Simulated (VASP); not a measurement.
# HfN (CsCl type) (Pm-3m) in VASP: notebook, part 2 of 2

VASP 6.6.1. The steps go on from the part before.

## 4. Single point, PBE (volume scaled by 0.64)

Contents of INCAR:

```
SYSTEM = HfN
  PREC = Accurate
  ENCUT = 520
  EDIFF = 1E-6
  ISMEAR = -1
  SIGMA = 0.05
  LREAL = .False.
  LASPH = .True.
  NELM = 100
  ALGO = Normal
  ISIF = 2
  LWAVE = .False.
  LCHARG = .True.
  GGA = PE
  LELF = .True.
  LVHAR = .True.
  NBANDS = 14
```

Contents of KPOINTS:

```
regular mesh
0
Gamma
  14 14 14
  0 0 0
```

Contents of POSCAR:

```
HfN
1.0
    2.4346137135      0.0000000000      0.0000000000
    0.0000000000      2.4346137135      0.0000000000
    0.0000000000      0.0000000000      2.4346137135
Hf N
1 1
Direct
    0.0000000000      0.0000000000      0.0000000000
    0.5000000000      0.5000000000      0.5000000000
```

Potentials or basis: VASP PAW PBE potentials, release 64 (Hf_pv, N).

Launch:

```
$ cat potpaw_PBE.64/Hf_pv/POTCAR potpaw_PBE.64/N/POTCAR > POTCAR
$ mpirun -np 1 vasp_std > vasp.out
```

OUTCAR:

```text
SYSTEM = HfN
   PREC = Accurate
   ENCUT = 520
   EDIFF = 1E-6
   ISMEAR = -1
   LREAL = .False.
   LASPH = .True.
   NELM = 100
   ISIF = 2
   GGA = PE

 ion  position               nearest neighbor table
   1  0.000  0.000  0.000-   2 2.11   2 2.11   2 2.11   2 2.11   2 2.11   2 2.11   2 2.11   2 2.11

   2  0.500  0.500  0.500-   1 2.11   1 2.11   1 2.11   1 2.11   1 2.11   1 2.11   1 2.11   1 2.11

  LATTYP: Found a simple cubic cell.
 ALAT       =     2.4346137135

  Lattice vectors:

 A1 = (   2.4346137135,   0.0000000000,   0.0000000000)
 A2 = (   0.0000000000,   2.4346137135,   0.0000000000)
 A3 = (   0.0000000000,   0.0000000000,   2.4346137135)

Analysis of symmetry for initial positions (statically):
=====================================================================
 Subroutine PRICEL returns:
 Original cell was already a primitive cell.

 Routine SETGRP: Setting up the symmetry group for a
 simple cubic supercell.

 Subroutine GETGRP returns: Found 48 space group operations
 (whereof 48 operations were pure point group operations)
 out of a pool of 48 trial point group operations.

The static configuration has the point symmetry O_h .

Analysis of symmetry for dynamics (positions and initial velocities):
=====================================================================
 Subroutine PRICEL returns:
 Original cell was already a primitive cell.

 Routine SETGRP: Setting up the symmetry group for a
 simple cubic supercell.

 Subroutine GETGRP returns: Found 48 space group operations
 (whereof 48 operations were pure point group operations)
 out of a pool of 48 trial point group operations.

The dynamic configuration has the point symmetry O_h .

 Subroutine INISYM returns: Found 48 space group operations
 (whereof 48 operations are pure point group operations),
 and found     1 'primitive' translations

----------------------------------------------------------------------------------------

                                     Primitive cell

  volume of cell :      14.4308

  direct lattice vectors                    reciprocal lattice vectors
     2.434613714  0.000000000  0.000000000     0.410742778  0.000000000  0.000000000
     0.000000000  2.434613714  0.000000000     0.000000000  0.410742778  0.000000000
     0.000000000  0.000000000  2.434613714     0.000000000  0.000000000  0.410742778

  length of vectors
     2.434613714  2.434613714  2.434613714     0.410742778  0.410742778  0.410742778

  position of ions in fractional coordinates (direct lattice)
     0.000000000  0.000000000  0.000000000
     0.500000000  0.500000000  0.500000000

  ion indices of the primitive-cell ions
   primitive index   ion index
                 1           1
                 2           2

----------------------------------------------------------------------------------------

 KPOINTS: regular mesh

Automatic generation of k-mesh.
 Grid dimensions read from file:
 generate k-points for:   14   14   14

 Generating k-lattice:

  Cartesian coordinates                     Fractional coordinates (reciprocal lattice)
     0.029338770  0.000000000  0.000000000     0.071428571  0.000000000  0.000000000
     0.000000000  0.029338770  0.000000000     0.000000000  0.071428571  0.000000000
     0.000000000  0.000000000  0.029338770     0.000000000  0.000000000  0.071428571

  Length of vectors
     0.029338770  0.029338770  0.029338770

  Shift w.r.t. Gamma in fractional coordinates (k-lattice)
     0.000000000  0.000000000  0.000000000

 Subroutine IBZKPT returns following result:
 ===========================================

 Found    120 irreducible k-points:

 Following reciprocal coordinates:
            Coordinates               Weight
  0.000000  0.000000  0.000000      1.000000
  0.071429  0.000000  0.000000      6.000000
  0.142857  0.000000  0.000000      6.000000
  0.214286  0.000000  0.000000      6.000000
  0.285714  0.000000  0.000000      6.000000
  0.357143  0.000000  0.000000      6.000000
[... 16 lines left out ...]
  0.285714  0.214286  0.000000     24.000000
  0.357143  0.214286  0.000000     24.000000
 [... further k-points ...]
   k-points           NKPTS =    120   k-points in BZ     NKDIM =    120   number of bands    NBANDS=     14
   number of dos      NEDOS =    301   number of ions     NIONS =      2
   total plane-waves  NPLWV =   5832
   dimension x,y,z NGX =    18 NGY =   18 NGZ =   18
   dimension x,y,z NGXF=    36 NGYF=   36 NGZF=   36
   ions per type =               1   1
   NGX,Y,Z   is equivalent  to a cutoff of  12.29, 12.29, 12.29 a.u.
   NGXF,Y,Z  is equivalent  to a cutoff of  24.58, 24.58, 24.58 a.u.
 SYSTEM =  HfN
   PREC   = accura    normal or accurate (medium, high low for compatibility)
   ISTART =      0    job   : 0-new  1-cont  2-samecut
   ICHARG =      2    charge: 1-file 2-atom 10-const
   ISPIN  =      1    spin polarized calculation?
   LNONCOLLINEAR =      F non collinear calculations
   LSORBIT =      F    spin-orbit coupling
   LASPH  =      T    aspherical Exc in radial PAW
   ENCUT  =  520.0 eV  38.22 Ry    6.18 a.u.   4.53  4.53  4.53*2*pi/ulx,y,z
   NELM   =    100;   NELMIN=  2; NELMDL= -5     # of ELM steps
   EDIFF  = 0.1E-05   stopping-criterion for ELM
   LREAL  =      F    real-space projection
   EDIFFG = 0.1E-04   stopping-criterion for IOM
   NSW    =      0    number of steps for IOM
   IBRION =     -1    ionic relax: 0-MD 1-quasi-New 2-CG
   NFREE  =      0    steps in history (QN), initial steepest desc. (CG)
   ISIF   =      2    stress and relaxation
   ISYM   =      2    0-nonsym 1-usesym 2-fastsym
   POTIM  = 0.5000    time-step for ionic-motion
   TEBEG  =    0.0;   TEEND  =   0.0 temperature during run
   PSTRESS=    0.0 pullay stress
   NELECT =      15.0000    total number of electrons
   NUPDOWN=      -1.0000    fix difference up-down
   EMIN   =  10.00;   EMAX   =-10.00  energy-range for DOS
   EFERMI =   0.00;   METHOD = LEGACY
   ISMEAR =    -1;   SIGMA  =   0.05  broadening in eV -4-tet -1-fermi 0-gaus
   EFERMI_NEDOS =   21; number of points for ismear=-14 and -15
   IALGO  =     38    algorithm
   IMIX   =      4    mixing-type and parameters
     AMIX     =   0.40;   BMIX     =  1.00
     AMIX_MAG =   1.60;   BMIX_MAG =  1.00
  volume/ion in A,a.u.               =       7.22        48.69
  Fermi-wavevector in a.u.,A,eV,Ry     =   1.658346  3.133820 37.417545  2.750112
  Thomas-Fermi vector in A             =   2.745943
   LORBIT       =      0    0 simple, 1 ext, 2 COOP (PROOUT), +10 PAW based schemes
   GGA     = PE    functional components
   LHFCALC =     F    Hartree Fock is set to
   AEXX    =    0.0000 exact exchange contribution
   IVDW    =     0    specifies the selected vdW correction
   LEPSILON=     F    determine dielectric tensor
   LRPA    =     F    only Hartree local field effects (RPA)
 non-spin polarized calculation
  energy-cutoff  :      520.00
  volume of cell :       14.43
 maximum number of plane-waves:       402
   NGX =  9   NGY =  9   NGZ =  9

 number of electron      15.0000004 magnetization

 Free energy of the ion-electron system (eV)
  ---------------------------------------------------
  ext. energy  EPLUGINS =         0.00000000
  ---------------------------------------------------
  free energy    TOTEN  =       -15.38062713 eV

  energy without entropy =      -15.37669190  energy(sigma->0) =      -15.37865951

 E-fermi :  12.2765     XC(G=0): -15.4866

 val. band max:       12.2687024157   @ k =   0.3571   0.3571   0.0000
 cond. band min:      12.2797869815   @ k =   0.3571   0.2857   0.0000
 fundamental gap:      0.0110845658
 Fermi energy:        12.2764745404

 k-point     1 :       0.0000    0.0000    0.0000
  band No.  band energies     occupation
      1     -16.5705      2.00000
      2     -16.5705      2.00000
      3     -16.5705      2.00000
      4      -6.9027      2.00000
      5       7.5706      2.00000
      6       7.5706      2.00000
      7      11.3220      2.00000
      8      11.3220      2.00000
      9      11.3220      2.00000
     10      22.0902      0.00000
     11      22.0902      0.00000
     12      22.0903      0.00000
     13      23.7040      0.00000
     14      26.7471      0.00000
[... 375 lines left out ...]
 k-point    24 :       0.3571    0.2143    0.0000
  band No.  band energies     occupation
      1     -20.2030      2.00000
      2     -18.0135      2.00000
      3     -15.9395      2.00000
      4      -3.1205      2.00000
      5       4.3396      2.00000
      6       8.0692      2.00000
      7       9.1272      2.00000
      8      11.6437      1.99999
      9      18.8243      0.00000
     10      19.0641      0.00000
     11      20.4873      0.00000
     12      22.4653      0.00000
     13      26.5981      0.00000
     14      27.9921      0.00000

 [... further k-points ...]
[... 5 lines left out ...]
  --------------------------------------------------------------------------------------
  -------------------------------------------------------------------------------------
  Total       23.6145022     23.6145022     23.6145022      0.0000000     -0.0000000      0.0000000
  in kB     2621.7977433   2621.7977433   2621.7977433      0.0000000     -0.0000000      0.0000000
  external PRESSURE =    2621.7977433 kB  Pullay stress =       0.0000000 kB

 VOLUME and BASIS-vectors are now :
 -----------------------------------------------------------------------------
  energy-cutoff  :      520.00
  volume of cell :       14.43
      direct lattice vectors                 reciprocal lattice vectors
     2.434613714  0.000000000  0.000000000     0.410742778  0.000000000  0.000000000
     0.000000000  2.434613714  0.000000000     0.000000000  0.410742778  0.000000000
     0.000000000  0.000000000  2.434613714     0.000000000  0.000000000  0.410742778

 POSITION                                       TOTAL-FORCE (eV/Angst)
 -----------------------------------------------------------------------------------
      0.00000      0.00000      0.00000         0.000000      0.000000      0.000000
      1.21731      1.21731      1.21731         0.000000      0.000000      0.000000
 -----------------------------------------------------------------------------------
    total drift:                                0.000000     -0.000000      0.000000

  FREE ENERGIE OF THE ION-ELECTRON SYSTEM (eV)
  ---------------------------------------------------
  free  energy   TOTEN  =       -15.3806271265 eV

  energy  without entropy=      -15.3766919024  energy(sigma->0) =      -15.37865951
```

OSZICAR:

```text
N       E                     dE             d eps       ncg     rms          rms(c)
DAV:   1     0.465467500351E+02    0.46547E+02   -0.80135E+03  3390   0.107E+03
DAV:   2    -0.169914520044E+02   -0.63538E+02   -0.59830E+02  4260   0.263E+02
DAV:   3    -0.183719887349E+02   -0.13805E+01   -0.13745E+01  3708   0.318E+01
DAV:   4    -0.183738676424E+02   -0.18789E-02   -0.18786E-02  4150   0.136E+00
DAV:   5    -0.183738715500E+02   -0.39077E-05   -0.39084E-05  3828   0.514E-02    0.920E+01
DAV:   6    -0.154011673184E+02    0.29727E+01   -0.49364E+00  3858   0.226E+01    0.668E+01
DAV:   7    -0.153928589616E+02    0.83084E-02   -0.51684E-01  3990   0.574E+00    0.241E+01
DAV:   8    -0.153826013542E+02    0.10258E-01   -0.37767E-02  3630   0.173E+00    0.294E+00
DAV:   9    -0.153811518372E+02    0.14495E-02   -0.90789E-03  3702   0.907E-01    0.166E+00
DAV:  10    -0.153806213645E+02    0.53047E-03   -0.98860E-04  3690   0.323E-01    0.275E-01
DAV:  11    -0.153806290359E+02   -0.76713E-05   -0.61925E-05  3846   0.768E-02    0.637E-02
DAV:  12    -0.153806277203E+02    0.13156E-05   -0.70719E-07  2334   0.951E-03    0.305E-02
DAV:  13    -0.153806271265E+02    0.59380E-06   -0.62323E-07  1812   0.767E-03
   1 F= -.15380627E+02 E0= -.15378660E+02  d E =-.393522E-02
```

Wall time 8.9 s (1 thread of Intel Xeon 6975P-C (Granite Rapids), shared host); peak memory 0.14 GiB.

Results:

```yaml
Free_energy: -15.3806 eV
Pressure: 262.2 GPa
```

Caveat: spin-orbit coupling is left out, which moves the levels of the heavy elements.
